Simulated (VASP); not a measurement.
# Hf (I4/mmm) in VASP: further runs

Runs on Hf. Level: PBE. Tasks: single point.

Program: VASP 6.6.1. These are calculated values, not measurements. Logs are shortened: lines on timing, memory, paths and dates and some standing lists are left out, and cuts for length are marked.

### Step 1. The cell of the first run

Symmetry: I4/mmm, No. 139, tetragonal system. The conventional cell has a = 3.045 Å, b = 3.045 Å, c = 4.440 Å, α = 90.00°, β = 90.00°, γ = 90.00°. Hf (site symmetry 4/mmm) has 12 Hf at 3.05 to 3.09 Å within 4.0 Å.

### Step 2. Single point, PBE (equal xx and yy strain of -3 %)

The input, INCAR:

```
SYSTEM = Hf
ALGO = Normal
EDIFF = 1E-6
ENCUT = 520
GGA = PE
ISIF = 2
ISMEAR = -1
LASPH = .True.
LCHARG = .False.
LREAL = .False.
LWAVE = .False.
NBANDS = 11
NELM = 80
PREC = Accurate
SIGMA = 0.03
```

The input, KPOINTS:

```
k-points
0
Gamma
  13 13 13
  0 0 0
```

The input, POSCAR:

```
Hf
1.0
    0.0000000000      2.1534000000      2.2200000000
    2.1534000000      0.0000000000      2.2200000000
    2.1534000000      2.1534000000      0.0000000000
Hf
1
Direct
    0.0000000000      0.0000000000      0.0000000000
```

Potentials or basis: VASP PAW PBE potentials, release 64 (Hf_pv).

On the command line:

```sh
$ cat potpaw_PBE.64/Hf_pv/POTCAR > POTCAR
$ mpirun -np 1 vasp_std > vasp.out
```

OUTCAR:

```text
SYSTEM = Hf
   EDIFF = 1E-6
   ENCUT = 520
   GGA = PE
   ISIF = 2
   ISMEAR = -1
   LASPH = .True.
   LREAL = .False.
   NELM = 80
   PREC = Accurate

 ion  position               nearest neighbor table
   1  0.000  0.000  0.000-

  LATTYP: Found a body centered tetragonal cell.
 ALAT       =     3.0453674852
 C/A-ratio  =     1.4579521262

  Lattice vectors:

 A1 = (  -2.1534000000,   0.0000000000,   2.2200000000)
 A2 = (   2.1534000000,   0.0000000000,   2.2200000000)
 A3 = (   0.0000000000,   2.1534000000,  -2.2200000000)

Analysis of symmetry for initial positions (statically):
=====================================================================
 Subroutine PRICEL returns:
 Original cell was already a primitive cell.

 Routine SETGRP: Setting up the symmetry group for a
 body centered tetragonal supercell.

 Subroutine GETGRP returns: Found 16 space group operations
 (whereof 16 operations were pure point group operations)
 out of a pool of 16 trial point group operations.

The static configuration has the point symmetry D_4h.

Analysis of symmetry for dynamics (positions and initial velocities):
=====================================================================
 Subroutine PRICEL returns:
 Original cell was already a primitive cell.

 Routine SETGRP: Setting up the symmetry group for a
 body centered tetragonal supercell.

 Subroutine GETGRP returns: Found 16 space group operations
 (whereof 16 operations were pure point group operations)
 out of a pool of 16 trial point group operations.

The dynamic configuration has the point symmetry D_4h.

 Subroutine INISYM returns: Found 16 space group operations
 (whereof 16 operations are pure point group operations),
 and found     1 'primitive' translations

----------------------------------------------------------------------------------------

                                     Primitive cell

  volume of cell :      20.5889

  direct lattice vectors                    reciprocal lattice vectors
     0.000000000  2.153400000  2.220000000    -0.232190954  0.232190954  0.225225225
     2.153400000  0.000000000  2.220000000     0.232190954 -0.232190954  0.225225225
     2.153400000  2.153400000  0.000000000     0.232190954  0.232190954 -0.225225225

  length of vectors
     3.092819355  3.092819355  3.045367485     0.398185485  0.398185485  0.398185485

  position of ions in fractional coordinates (direct lattice)
     0.000000000  0.000000000  0.000000000

  ion indices of the primitive-cell ions
   primitive index   ion index
                 1           1

----------------------------------------------------------------------------------------

 KPOINTS: k-points

Automatic generation of k-mesh.
 Grid dimensions read from file:
 generate k-points for:   13   13   13

 Generating k-lattice:

  Cartesian coordinates                     Fractional coordinates (reciprocal lattice)
    -0.017860843  0.017860843  0.017325017     0.076923077  0.000000000  0.000000000
     0.017860843 -0.017860843  0.017325017     0.000000000  0.076923077  0.000000000
     0.017860843  0.017860843 -0.017325017    -0.000000000 -0.000000000  0.076923077

  Length of vectors
     0.030629653  0.030629653  0.030629653

  Shift w.r.t. Gamma in fractional coordinates (k-lattice)
     0.000000000  0.000000000  0.000000000

 Subroutine IBZKPT returns following result:
 ===========================================

 Found    196 irreducible k-points:

 Following reciprocal coordinates:
            Coordinates               Weight
  0.000000  0.000000  0.000000      1.000000
  0.076923  0.000000  0.000000      8.000000
  0.153846  0.000000  0.000000      8.000000
  0.230769  0.000000  0.000000      8.000000
  0.307692  0.000000  0.000000      8.000000
  0.384615 -0.000000  0.000000      8.000000
[... 16 lines left out ...]
  0.384615  0.153846  0.000000      8.000000
  0.461538  0.153846  0.000000      8.000000
 [... further k-points ...]
   k-points           NKPTS =    196   k-points in BZ     NKDIM =    196   number of bands    NBANDS=     11
   number of dos      NEDOS =    301   number of ions     NIONS =      1
   total plane-waves  NPLWV =  13824
   dimension x,y,z NGX =    24 NGY =   24 NGZ =   24
   dimension x,y,z NGXF=    48 NGYF=   48 NGZF=   48
   ions per type =               1
   NGX,Y,Z   is equivalent  to a cutoff of  12.90, 12.90, 13.10 a.u.
   NGXF,Y,Z  is equivalent  to a cutoff of  25.80, 25.80, 26.20 a.u.
 SYSTEM =  Hf
   PREC   = accura    normal or accurate (medium, high low for compatibility)
   ISTART =      0    job   : 0-new  1-cont  2-samecut
   ICHARG =      2    charge: 1-file 2-atom 10-const
   ISPIN  =      1    spin polarized calculation?
   LNONCOLLINEAR =      F non collinear calculations
   LSORBIT =      F    spin-orbit coupling
   LASPH  =      T    aspherical Exc in radial PAW
   ENCUT  =  520.0 eV  38.22 Ry    6.18 a.u.   5.75  5.75  5.66*2*pi/ulx,y,z
   NELM   =     80;   NELMIN=  2; NELMDL= -5     # of ELM steps
   EDIFF  = 0.1E-05   stopping-criterion for ELM
   LREAL  =      F    real-space projection
   EDIFFG = 0.1E-04   stopping-criterion for IOM
   NSW    =      0    number of steps for IOM
   IBRION =     -1    ionic relax: 0-MD 1-quasi-New 2-CG
   NFREE  =      0    steps in history (QN), initial steepest desc. (CG)
   ISIF   =      2    stress and relaxation
   ISYM   =      2    0-nonsym 1-usesym 2-fastsym
   POTIM  = 0.5000    time-step for ionic-motion
   TEBEG  =    0.0;   TEEND  =   0.0 temperature during run
   PSTRESS=    0.0 pullay stress
   NELECT =      10.0000    total number of electrons
   NUPDOWN=      -1.0000    fix difference up-down
   EMIN   =  10.00;   EMAX   =-10.00  energy-range for DOS
   EFERMI =   0.00;   METHOD = LEGACY
   ISMEAR =    -1;   SIGMA  =   0.03  broadening in eV -4-tet -1-fermi 0-gaus
   EFERMI_NEDOS =   21; number of points for ismear=-14 and -15
   IALGO  =     38    algorithm
   IMIX   =      4    mixing-type and parameters
     AMIX     =   0.40;   BMIX     =  1.00
     AMIX_MAG =   1.60;   BMIX_MAG =  1.00
  volume/ion in A,a.u.               =      20.59       138.94
  Fermi-wavevector in a.u.,A,eV,Ry     =   1.286858  2.431809 22.531303  1.656004
  Thomas-Fermi vector in A             =   2.418907
   LORBIT       =      0    0 simple, 1 ext, 2 COOP (PROOUT), +10 PAW based schemes
   GGA     = PE    functional components
   LHFCALC =     F    Hartree Fock is set to
   AEXX    =    0.0000 exact exchange contribution
   IVDW    =     0    specifies the selected vdW correction
   LEPSILON=     F    determine dielectric tensor
   LRPA    =     F    only Hartree local field effects (RPA)
 non-spin polarized calculation
  energy-cutoff  :      520.00
  volume of cell :       20.59
 maximum number of plane-waves:       564
   NGX = 11   NGY = 11   NGZ = 11

 number of electron      10.0000002 magnetization

 Free energy of the ion-electron system (eV)
  ---------------------------------------------------
  ext. energy  EPLUGINS =         0.00000000
  ---------------------------------------------------
  free energy    TOTEN  =        -9.79584218 eV

  energy without entropy =       -9.79189901  energy(sigma->0) =       -9.79387059

 E-fermi :   5.3349     XC(G=0): -11.6698

 val. band max:        5.3296198753   @ k =   0.3077   0.0000   0.0000
 cond. band min:       5.3636217564   @ k =  -0.3846   0.3077   0.1538
 fundamental gap:      0.0340018811
 Fermi energy:         5.3348632861

 k-point     1 :       0.0000    0.0000    0.0000
  band No.  band energies     occupation
      1     -24.3798      2.00000
      2     -24.3790      2.00000
      3     -24.3790      2.00000
      4      -2.1536      2.00000
      5       6.5157      0.00000
      6       6.8999      0.00000
      7       6.8999      0.00000
      8       9.5664      0.00000
      9      10.1474      0.00000
     10      16.9394      0.00000
     11      18.6823      0.00000

 k-point     2 :       0.0769    0.0000    0.0000
  band No.  band energies     occupation
      1     -24.4458      2.00000
      2     -24.3890      2.00000
      3     -24.3858      2.00000
      4      -1.9252      2.00000
      5       6.4526      0.00000
      6       6.8357      0.00000
      7       7.0102      0.00000
      8       9.4611      0.00000
      9      10.0055      0.00000
     10      17.4458      0.00000
     11      18.6814      0.00000

 k-point     3 :       0.1538    0.0000    0.0000
  band No.  band energies     occupation
      1     -24.6265      2.00000
      2     -24.4151      2.00000
      3     -24.4048      2.00000
      4      -1.2834      2.00000
      5       5.9990      0.00000
      6       6.9734      0.00000
      7       7.2601      0.00000
      8       9.3262      0.00000
      9       9.7497      0.00000
     10      18.3219      0.00000
     11      18.6825      0.00000

 k-point     4 :       0.2308    0.0000    0.0000
  band No.  band energies     occupation
      1     -24.8727      2.00000
      2     -24.4515      2.00000
      3     -24.4313      2.00000
      4      -0.3662      2.00000
      5       5.5065      0.00653
      6       6.9945      0.00000
      7       7.3761      0.00000
      8       9.5909      0.00000
      9       9.8122      0.00000
     10      17.3904      0.00000
     11      18.6842      0.00000

 k-point     5 :       0.3077    0.0000    0.0000
  band No.  band energies     occupation
      1     -25.1243      2.00000
      2     -24.4899      2.00000
      3     -24.4592      2.00000
      4       0.5656      2.00000
      5       5.3296      1.08717
      6       6.7617      0.00000
      7       7.1877      0.00000
      8      10.4012      0.00000
      9      10.4399      0.00000
     10      16.4143      0.00000
     11      18.6797      0.00000

 k-point     6 :       0.3846   -0.0000    0.0000
  band No.  band energies     occupation
      1     -25.3258      2.00000
      2     -24.5214      2.00000
      3     -24.4822      2.00000
      4       1.1889      2.00000
      5       5.6438      0.00007
      6       6.4905      0.00000
      7       6.9154      0.00000
      8      11.3326      0.00000
      9      11.4420      0.00000
     10      15.8254      0.00000
     11      18.4871      0.00000

 k-point     7 :       0.4615    0.0000    0.0000
  band No.  band energies     occupation
      1     -25.4370      2.00000
      2     -24.5391      2.00000
      3     -24.4951      2.00000
      4       1.4273      2.00000
      5       6.1306      0.00000
      6       6.3261      0.00000
      7       6.7461      0.00000
      8      12.0106      0.00000
      9      12.2306      0.00000
     10      15.7464      0.00000
     11      16.8650      0.00000

 k-point     8 :       0.0769    0.0769    0.0000
  band No.  band energies     occupation
      1     -24.4437      2.00000
      2     -24.3994      2.00000
      3     -24.3994      2.00000
      4      -1.8612      2.00000
      5       6.1936      0.00000
      6       7.0833      0.00000
      7       7.0833      0.00000
      8       9.0997      0.00000
      9      10.2488      0.00000
     10      17.5773      0.00000
     11      18.6815      0.00000
[... 141 lines left out ...]
 k-point    19 :      -0.0769    0.0769    0.0000
  band No.  band energies     occupation
      1     -24.5456      2.00000
      2     -24.4234      2.00000
      3     -24.3867      2.00000
      4      -1.5466      2.00000
      5       6.2546      0.00000
      6       6.8252      0.00000
      7       7.1778      0.00000
      8       9.5347      0.00000
      9       9.6433      0.00000
     10      18.2304      0.00000
     11      18.6796      0.00000

 k-point    20 :       0.1538    0.1538    0.0000
  band No.  band energies     occupation
      1     -24.6155      2.00000
      2     -24.4556      2.00000
      3     -24.4556      2.00000
      4      -1.0376      2.00000
      5       5.4314      0.07694
      6       7.6290      0.00000
      7       7.6290      0.00000
      8       7.9884      0.00000
      9      10.5402      0.00000
     10      18.6802      0.00000
     11      19.2759      0.00000

 k-point    21 :       0.2308    0.1538    0.0000
  band No.  band energies     occupation
      1     -24.7684      2.00000
      2     -24.4916      2.00000
      3     -24.4913      2.00000
      4      -0.3532      2.00000
      5       5.0209      1.99994
      6       7.1157      0.00000
      7       7.9674      0.00000
      8       8.3625      0.00000
      9      10.7242      0.00000
     10      18.6776      0.00000
     11      19.8651      0.00000

 k-point    22 :       0.3077    0.1538    0.0000
  band No.  band energies     occupation
      1     -24.9693      2.00000
      2     -24.5405      2.00000
      3     -24.5239      2.00000
      4       0.5551      2.00000
      5       4.7422      2.00000
      6       6.3917      0.00000
      7       8.0659      0.00000
      8       9.3194      0.00000
      9      11.1320      0.00000
     10      18.5860      0.00000
     11      18.7645      0.00000

 k-point    23 :       0.3846    0.1538    0.0000
  band No.  band energies     occupation
      1     -25.1621      2.00000
      2     -24.6002      2.00000
      3     -24.5452      2.00000
      4       1.4393      2.00000
      5       4.7232      2.00000
      6       5.8963      0.00000
      7       7.8745      0.00000
      8      10.5581      0.00000
      9      11.7893      0.00000
     10      17.3106      0.00000
     11      18.6895      0.00000

 k-point    24 :       0.4615    0.1538    0.0000
  band No.  band energies     occupation
      1     -25.3048      2.00000
      2     -24.6571      2.00000
      3     -24.5509      2.00000
      4       2.0050      2.00000
      5       4.8719      2.00000
      6       5.8656      0.00000
      7       7.6008      0.00000
      8      11.9284      0.00000
      9      12.2442      0.00000
     10      15.8007      0.00000
     11      18.6424      0.00000

 [... further k-points ...]
[... 5 lines left out ...]
  --------------------------------------------------------------------------------------
  -------------------------------------------------------------------------------------
  Total        1.4173449      1.4173449      1.2154534      0.0000000      0.0000000      0.0000000
  in kB      110.2944696    110.2944696     94.5837438      0.0000000      0.0000000      0.0000000
  external PRESSURE =     105.0575610 kB  Pullay stress =       0.0000000 kB

 VOLUME and BASIS-vectors are now :
 -----------------------------------------------------------------------------
  energy-cutoff  :      520.00
  volume of cell :       20.59
      direct lattice vectors                 reciprocal lattice vectors
     0.000000000  2.153400000  2.220000000    -0.232190954  0.232190954  0.225225225
     2.153400000  0.000000000  2.220000000     0.232190954 -0.232190954  0.225225225
     2.153400000  2.153400000  0.000000000     0.232190954  0.232190954 -0.225225225

 POSITION                                       TOTAL-FORCE (eV/Angst)
 -----------------------------------------------------------------------------------
      0.00000      0.00000      0.00000        -0.000000     -0.000000      0.000000
 -----------------------------------------------------------------------------------
    total drift:                               -0.000000     -0.000000     -0.000000

  FREE ENERGIE OF THE ION-ELECTRON SYSTEM (eV)
  ---------------------------------------------------
  free  energy   TOTEN  =        -9.7958421789 eV

  energy  without entropy=       -9.7918990076  energy(sigma->0) =       -9.79387059
```

It took 37 s on 1 thread of Intel Xeon 8259CL, shared host; peak memory 0.17 GiB.

Results:

```yaml
Free_energy: -9.7958 eV
Pressure: 10.5 GPa
Band_gap_on_the_k_mesh: zero (band 5 reaches 6.52 eV, above the bottom of band 6 at 4.61 eV)
```

Levels at points of the mesh, in eV from the Fermi level:
```tsv
k point	band 1	band 2	band 3	band 4	band 5	band 6	band 7	band 8	band 9	band 10
(0.00, 0.00, 0.00)	-29.71	-29.71	-29.71	-7.49	1.18	1.57	1.57	4.23	4.81	11.60
```

Caveat: the cell differs from its parent crystal (equal xx and yy strain of -3 %); spin-orbit coupling is left out, which moves the levels of the heavy elements.

### Step 3. Single point, PBE (zz strain of -3 %)

The input, INCAR:

```
SYSTEM = Hf
ALGO = Normal
EDIFF = 1E-6
ENCUT = 520
GGA = PE
ISIF = 2
ISMEAR = -1
LASPH = .TRUE.
LCHARG = .TRUE.
LELF = .TRUE.
LREAL = .FALSE.
LVHAR = .TRUE.
LWAVE = .FALSE.
NBANDS = 11
NELM = 100
PREC = Accurate
SIGMA = 0.03
```

The input, KPOINTS:

```
k-points
0
G
  13 13 13
  0 0 0
```

The input, POSCAR:

```
Hf
1.0
    0.0000000000      2.2200000000      2.1534000000
    2.2200000000      0.0000000000      2.1534000000
    2.2200000000      2.2200000000      0.0000000000
Hf
1
Direct
    0.0000000000      0.0000000000      0.0000000000
```

Potentials or basis: VASP PAW PBE potentials, release 64 (Hf_pv).

On the command line:

```sh
$ cat potpaw_PBE.64/Hf_pv/POTCAR > POTCAR
$ mpirun -np 1 vasp_std > vasp.out
```

It took 38 s on 1 thread of Intel Xeon 8259CL, shared host; peak memory 0.17 GiB.

Results (log left out):

```yaml
Free_energy: -9.8304 eV
Pressure: 6.5 GPa
Band_gap_on_the_k_mesh: zero (band 5 reaches 6.42 eV, above the bottom of band 6 at 4.44 eV)
```

Stress tensor (GPa, compression positive):
```
6.18 0.00 0.00
0.00 6.18 0.00
0.00 0.00 7.17
```

Levels at points of the mesh, in eV from the Fermi level:
```
           k point  band 1  band 2  band 3  band 4  band 5  band 6  band 7  band 8  band 9  band 10
(0.00, 0.00, 0.00)  -29.81  -29.81  -29.81   -7.38    1.32    1.32    1.68    4.15    4.67    11.52
```

Caveat: the cell differs from its parent crystal (zz strain of -3 %); spin-orbit coupling is left out, which moves the levels of the heavy elements.
